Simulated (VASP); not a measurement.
# ScSiS3 (P4/mmm) in VASP: further runs

Runs on ScSiS3. Level: PBE. Tasks: single point.

All numbers are computed with VASP 6.6.1; they aren't measurements. Logs are shortened: lines on timing, memory, paths and dates and some standing lists are left out, and cuts for length are marked.

**1. The cell of the first run**

The structure is tetragonal, space group P4/mmm (No. 123). Conventional cell: a = 3.700 Å, b = 3.700 Å, c = 7.525 Å, α = 90.00°, β = 90.00°, γ = 90.00°. Sc (site symmetry 4/mmm) has 2 S at 2.46 Å and 4 Si at 2.62 Å within 3.2 Å. Si (site symmetry 4/mmm) has 4 Sc at 2.62 Å and 10 S at 3.59 to 3.76 Å and 4 Si at 3.70 Å within 3.8 Å. S (site symmetry 4/mmm) has 12 S at 2.92 to 3.70 Å and 2 Si at 3.76 Å within 3.9 Å. Within 3.2 Å of S (site symmetry 4mm) lie 1 Sc at 2.46 Å and 5 S at 2.61 to 2.92 Å.

The cell was built from a structure type or drawn by symmetry, and may not be a known phase.

**2. Single point, PBE**

INCAR reads:

```
SYSTEM = ScSiS3
PREC = Accurate
ENCUT = 520
EDIFF = 1E-6
ISMEAR = 0
SIGMA = 0.1
LREAL = .False.
LASPH = .True.
NELM = 60
ALGO = Normal
ISIF = 2
LWAVE = .False.
LCHARG = .False.
GGA = PE
NBANDS = 24
```

KPOINTS reads:

```
Automatic mesh
0
Gamma
  4 4 2
  0 0 0
```

POSCAR reads:

```
ScSiS3
1.0
    3.6996743799      0.0000000000      0.0000000000
    0.0000000000      3.6996743799      0.0000000000
    0.0000000000      0.0000000000      7.5250708369
Sc Si S
1 1 3
Direct
    0.5000000000      0.5000000000      0.5000000000
    0.0000000000      0.0000000000      0.5000000000
    0.0000000000      0.0000000000      0.0000000000
    0.5000000000      0.5000000000      0.8265383664
    0.5000000000      0.5000000000      0.1734616336
```

Potentials or basis: VASP PAW PBE potentials, release 64 (Sc_sv, Si, S).

Run with:

```
> cat potpaw_PBE.64/Sc_sv/POTCAR potpaw_PBE.64/Si/POTCAR potpaw_PBE.64/S/POTCAR > POTCAR
> mpirun -np 1 vasp_std > vasp.out
```

OUTCAR:

```text
SYSTEM = ScSiS3
   PREC = Accurate
   ENCUT = 520
   EDIFF = 1E-6
   ISMEAR = 0
   LREAL = .False.
   LASPH = .True.
   NELM = 60
   ISIF = 2
   GGA = PE

 ion  position               nearest neighbor table
   1  0.500  0.500  0.500-   4 2.46   5 2.46   2 2.62   2 2.62   2 2.62   2 2.62
   2  0.000  0.000  0.500-   1 2.62   1 2.62   1 2.62   1 2.62
   3  0.000  0.000  0.000-
   4  0.500  0.500  0.827-   1 2.46   5 2.61
   5  0.500  0.500  0.173-   1 2.46   4 2.61

  LATTYP: Found a simple tetragonal cell.
 ALAT       =     3.6996743799
 C/A-ratio  =     2.0339819304

  Lattice vectors:

 A1 = (   3.6996743799,   0.0000000000,   0.0000000000)
 A2 = (   0.0000000000,   3.6996743799,   0.0000000000)
 A3 = (   0.0000000000,   0.0000000000,   7.5250708369)

Analysis of symmetry for initial positions (statically):
=====================================================================
 Subroutine PRICEL returns:
 Original cell was already a primitive cell.

 Routine SETGRP: Setting up the symmetry group for a
 simple tetragonal supercell.

 Subroutine GETGRP returns: Found 16 space group operations
 (whereof 16 operations were pure point group operations)
 out of a pool of 16 trial point group operations.

The static configuration has the point symmetry D_4h.

Analysis of symmetry for dynamics (positions and initial velocities):
=====================================================================
 Subroutine PRICEL returns:
 Original cell was already a primitive cell.

 Routine SETGRP: Setting up the symmetry group for a
 simple tetragonal supercell.

 Subroutine GETGRP returns: Found 16 space group operations
 (whereof 16 operations were pure point group operations)
 out of a pool of 16 trial point group operations.

The dynamic configuration has the point symmetry D_4h.

 Subroutine INISYM returns: Found 16 space group operations
 (whereof 16 operations are pure point group operations),
 and found     1 'primitive' translations

----------------------------------------------------------------------------------------

                                     Primitive cell

  volume of cell :     103.0001

  direct lattice vectors                    reciprocal lattice vectors
     3.699674380  0.000000000  0.000000000     0.270294058  0.000000000  0.000000000
     0.000000000  3.699674380  0.000000000     0.000000000  0.270294058  0.000000000
     0.000000000  0.000000000  7.525070837     0.000000000  0.000000000  0.132889114

  length of vectors
     3.699674380  3.699674380  7.525070837     0.270294058  0.270294058  0.132889114

  position of ions in fractional coordinates (direct lattice)
     0.500000000  0.500000000  0.500000000
     0.000000000  0.000000000  0.500000000
     0.000000000  0.000000000  0.000000000
     0.500000000  0.500000000  0.826538366
     0.500000000  0.500000000  0.173461634

  ion indices of the primitive-cell ions
   primitive index   ion index
                 1           1
                 2           2
                 3           3
                 4           4
                 5           5

----------------------------------------------------------------------------------------

 KPOINTS: Automatic mesh

Automatic generation of k-mesh.
 Grid dimensions read from file:
 generate k-points for:    4    4    2

 Generating k-lattice:

  Cartesian coordinates                     Fractional coordinates (reciprocal lattice)
     0.067573514  0.000000000  0.000000000     0.250000000  0.000000000  0.000000000
     0.000000000  0.067573514  0.000000000     0.000000000  0.250000000  0.000000000
     0.000000000  0.000000000  0.066444557     0.000000000  0.000000000  0.500000000

  Length of vectors
     0.067573514  0.067573514  0.066444557

  Shift w.r.t. Gamma in fractional coordinates (k-lattice)
     0.000000000  0.000000000  0.000000000

 Subroutine IBZKPT returns following result:
 ===========================================

 Found     12 irreducible k-points:

 Following reciprocal coordinates:
            Coordinates               Weight
  0.000000  0.000000  0.000000      1.000000
  0.250000  0.000000  0.000000      4.000000
  0.500000  0.000000  0.000000      2.000000
  0.250000  0.250000  0.000000      4.000000
  0.500000  0.250000  0.000000      4.000000
  0.500000  0.500000  0.000000      1.000000
  0.000000  0.000000  0.500000      1.000000
  0.250000  0.000000  0.500000      4.000000
  0.500000  0.000000  0.500000      2.000000
  0.250000  0.250000  0.500000      4.000000
  0.500000  0.250000  0.500000      4.000000
  0.500000  0.500000  0.500000      1.000000
   k-points           NKPTS =     12   k-points in BZ     NKDIM =     12   number of bands    NBANDS=     24
   number of dos      NEDOS =    301   number of ions     NIONS =      5
   total plane-waves  NPLWV =  43904
   dimension x,y,z NGX =    28 NGY =   28 NGZ =   56
   dimension x,y,z NGXF=    56 NGYF=   56 NGZF=  112
   ions per type =               1   1   3
   NGX,Y,Z   is equivalent  to a cutoff of  12.58, 12.58, 12.37 a.u.
   NGXF,Y,Z  is equivalent  to a cutoff of  25.16, 25.16, 24.74 a.u.
 SYSTEM =  ScSiS3
   PREC   = accura    normal or accurate (medium, high low for compatibility)
   ISTART =      0    job   : 0-new  1-cont  2-samecut
   ICHARG =      2    charge: 1-file 2-atom 10-const
   ISPIN  =      1    spin polarized calculation?
   LNONCOLLINEAR =      F non collinear calculations
   LSORBIT =      F    spin-orbit coupling
   LASPH  =      T    aspherical Exc in radial PAW
   ENCUT  =  520.0 eV  38.22 Ry    6.18 a.u.   6.88  6.88 13.99*2*pi/ulx,y,z
   NELM   =     60;   NELMIN=  2; NELMDL= -5     # of ELM steps
   EDIFF  = 0.1E-05   stopping-criterion for ELM
   LREAL  =      F    real-space projection
   EDIFFG = 0.1E-04   stopping-criterion for IOM
   NSW    =      0    number of steps for IOM
   IBRION =     -1    ionic relax: 0-MD 1-quasi-New 2-CG
   NFREE  =      0    steps in history (QN), initial steepest desc. (CG)
   ISIF   =      2    stress and relaxation
   ISYM   =      2    0-nonsym 1-usesym 2-fastsym
   POTIM  = 0.5000    time-step for ionic-motion
   TEBEG  =    0.0;   TEEND  =   0.0 temperature during run
   PSTRESS=    0.0 pullay stress
   NELECT =      33.0000    total number of electrons
   NUPDOWN=      -1.0000    fix difference up-down
   EMIN   =  10.00;   EMAX   =-10.00  energy-range for DOS
   EFERMI =   0.00;   METHOD = LEGACY
   ISMEAR =     0;   SIGMA  =   0.10  broadening in eV -4-tet -1-fermi 0-gaus
   EFERMI_NEDOS =   21; number of points for ismear=-14 and -15
   IALGO  =     38    algorithm
   IMIX   =      4    mixing-type and parameters
     AMIX     =   0.40;   BMIX     =  1.00
     AMIX_MAG =   1.60;   BMIX_MAG =  1.00
  volume/ion in A,a.u.               =      20.60       139.02
  Fermi-wavevector in a.u.,A,eV,Ry     =   1.120212  2.116894 17.073614  1.254875
  Thomas-Fermi vector in A             =   2.256857
   LORBIT       =      0    0 simple, 1 ext, 2 COOP (PROOUT), +10 PAW based schemes
   GGA     = PE    functional components
   LHFCALC =     F    Hartree Fock is set to
   AEXX    =    0.0000 exact exchange contribution
   IVDW    =     0    specifies the selected vdW correction
   LEPSILON=     F    determine dielectric tensor
   LRPA    =     F    only Hartree local field effects (RPA)
 non-spin polarized calculation
 Gauss-broadening in eV      SIGMA  =   0.10
  energy-cutoff  :      520.00
  volume of cell :      103.00
 maximum number of plane-waves:      2788
 NGX is ok and might be reduce to    28
   NGX = 13   NGY = 13   NGZ = 27

 number of electron      33.0000013 magnetization

 Free energy of the ion-electron system (eV)
  ---------------------------------------------------
  ext. energy  EPLUGINS =         0.00000000
  ---------------------------------------------------
  free energy    TOTEN  =       -21.40275955 eV

  energy without entropy =      -21.38958931  energy(sigma->0) =      -21.39617443

 E-fermi :   4.3294     XC(G=0):  -9.8634

 val. band max:        4.2746081870   @ k =   0.2500   0.2500   0.5000
 cond. band min:       4.3301814093   @ k =   0.5000   0.5000   0.5000
 fundamental gap:      0.0555732223
 Fermi energy:         4.3293687619

 k-point     1 :       0.0000    0.0000    0.0000
  band No.  band energies     occupation
      1     -43.9861      2.00000
      2     -22.7147      2.00000
      3     -22.6771      2.00000
      4     -22.6771      2.00000
      5     -10.0495      2.00000
      6      -7.4635      2.00000
[... 16 lines left out ...]
     23       7.8129      0.00000
     24       7.8129      0.00000

 k-point     2 :       0.2500    0.0000    0.0000
  band No.  band energies     occupation
      1     -43.9836      2.00000
      2     -22.7204      2.00000
      3     -22.7109      2.00000
      4     -22.6727      2.00000
      5      -9.6013      2.00000
      6      -7.2706      2.00000
[... 16 lines left out ...]
     23       8.6073      0.00000
     24       9.4706      0.00000

 k-point     3 :       0.5000    0.0000    0.0000
  band No.  band energies     occupation
      1     -43.9811      2.00000
      2     -22.7633      2.00000
      3     -22.7071      2.00000
      4     -22.6683      2.00000
      5      -8.6751      2.00000
      6      -7.9646      2.00000
[... 16 lines left out ...]
     23       9.3677      0.00000
     24       9.7789      0.00000

 k-point     4 :       0.2500    0.2500    0.0000
  band No.  band energies     occupation
      1     -43.9812      2.00000
      2     -22.7162      2.00000
      3     -22.7119      2.00000
      4     -22.7072      2.00000
      5      -9.2040      2.00000
      6      -7.1153      2.00000
[... 16 lines left out ...]
     23       8.3038      0.00000
     24       8.8009      0.00000

 k-point     5 :       0.5000    0.2500    0.0000
  band No.  band energies     occupation
      1     -43.9787      2.00000
      2     -22.7550      2.00000
      3     -22.7077      2.00000
      4     -22.7035      2.00000
      5      -8.4735      2.00000
      6      -7.7390      2.00000
[... 16 lines left out ...]
     23       8.3456      0.00000
     24       9.2503      0.00000

 k-point     6 :       0.5000    0.5000    0.0000
  band No.  band energies     occupation
      1     -43.9764      2.00000
      2     -22.7467      2.00000
      3     -22.7467      2.00000
      4     -22.6999      2.00000
      5      -8.2460      2.00000
      6      -7.4782      2.00000
[... 16 lines left out ...]
     23       7.9019      0.00000
     24       8.4478      0.00000

 k-point     7 :       0.0000    0.0000    0.5000
  band No.  band energies     occupation
      1     -43.9861      2.00000
      2     -22.7149      2.00000
      3     -22.6771      2.00000
      4     -22.6771      2.00000
      5      -9.9777      2.00000
      6      -7.7527      2.00000
[... 16 lines left out ...]
     23       7.8762      0.00000
     24       7.8762      0.00000

 k-point     8 :       0.2500    0.0000    0.5000
  band No.  band energies     occupation
      1     -43.9836      2.00000
      2     -22.7204      2.00000
      3     -22.7110      2.00000
      4     -22.6727      2.00000
      5      -9.5249      2.00000
      6      -7.5393      2.00000
[... 16 lines left out ...]
     23       8.1129      0.00000
     24       9.5791      0.00000

 k-point     9 :       0.5000    0.0000    0.5000
  band No.  band energies     occupation
      1     -43.9811      2.00000
      2     -22.7633      2.00000
      3     -22.7072      2.00000
      4     -22.6684      2.00000
      5      -8.5409      2.00000
      6      -7.9628      2.00000
[... 16 lines left out ...]
     23       9.1111      0.00000
     24      10.9760      0.00000

 k-point    10 :       0.2500    0.2500    0.5000
  band No.  band energies     occupation
      1     -43.9812      2.00000
      2     -22.7162      2.00000
      3     -22.7119      2.00000
      4     -22.7073      2.00000
      5      -9.1213      2.00000
      6      -7.3548      2.00000
[... 16 lines left out ...]
     23       8.3756      0.00000
     24       8.4597      0.00000

 k-point    11 :       0.5000    0.2500    0.5000
  band No.  band energies     occupation
      1     -43.9787      2.00000
      2     -22.7550      2.00000
      3     -22.7077      2.00000
      4     -22.7036      2.00000
      5      -8.3369      2.00000
      6      -7.7372      2.00000
[... 16 lines left out ...]
     23       8.2757      0.00000
     24       9.9498      0.00000

 k-point    12 :       0.5000    0.5000    0.5000
  band No.  band energies     occupation
      1     -43.9764      2.00000
      2     -22.7467      2.00000
      3     -22.7467      2.00000
      4     -22.7000      2.00000
      5      -8.1053      2.00000
      6      -7.4764      2.00000
[... 16 lines left out ...]
     23       8.0510      0.00000
     24       8.4479      0.00000

------------------------ aborting loop because EDIFF is reached ----------------------------------------

  FORCE on cell =-STRESS in cart. coord.  units (eV):
  Direction    XX          YY          ZZ          XY          YZ          ZX
  --------------------------------------------------------------------------------------
  -------------------------------------------------------------------------------------
  Total        0.0383112      0.0383112     -0.0706903      0.0000000     -0.0000000      0.0000000
  in kB        0.5959346      0.5959346     -1.0995952      0.0000000     -0.0000000      0.0000000
  external PRESSURE =       0.0307580 kB  Pullay stress =       0.0000000 kB

 VOLUME and BASIS-vectors are now :
 -----------------------------------------------------------------------------
  energy-cutoff  :      520.00
  volume of cell :      103.00
      direct lattice vectors                 reciprocal lattice vectors
     3.699674380  0.000000000  0.000000000     0.270294058  0.000000000  0.000000000
     0.000000000  3.699674380  0.000000000     0.000000000  0.270294058  0.000000000
     0.000000000  0.000000000  7.525070837     0.000000000  0.000000000  0.132889114

 POSITION                                       TOTAL-FORCE (eV/Angst)
 -----------------------------------------------------------------------------------
      1.84984      1.84984      3.76254         0.000000      0.000000     -0.000000
      0.00000      0.00000      3.76254         0.000000      0.000000     -0.000000
      0.00000      0.00000      0.00000         0.000000      0.000000     -0.000000
      1.84984      1.84984      6.21976         0.000000     -0.000000      0.028768
      1.84984      1.84984      1.30531         0.000000      0.000000     -0.028768
 -----------------------------------------------------------------------------------
    total drift:                                0.000000      0.000000      0.000000

  FREE ENERGIE OF THE ION-ELECTRON SYSTEM (eV)
  ---------------------------------------------------
  free  energy   TOTEN  =       -21.4027595538 eV

  energy  without entropy=      -21.3895893070  energy(sigma->0) =      -21.39617443
```

Run time: 14 s. Hardware: 1 thread of Intel Xeon 6975P-C (Granite Rapids), shared host; peak memory 0.21 GiB.

Results:

```
Free energy            : -21.4028 eV
Pressure               : 0.0 GPa
Largest force          : 0.029 eV/Å
Band gap on the k mesh : zero (an odd number of electrons rules out a gap without spin polarisation)
```

Forces on the atoms (eV/Å):
```
Sc   0.000  0.000  0.000
Si   0.000  0.000  0.000
S    0.000  0.000  0.000
S    0.000  0.000  0.029
S    0.000  0.000 -0.029
```

Stress tensor (GPa, compression positive):
```
 0.06  0.00  0.00
 0.00  0.06  0.00
 0.00  0.00 -0.11
```

Caveat: the k points lie up to 0.42 Å⁻¹ apart, too coarse for converged energies and pressures of a metal.

[end of part 1 of 2]
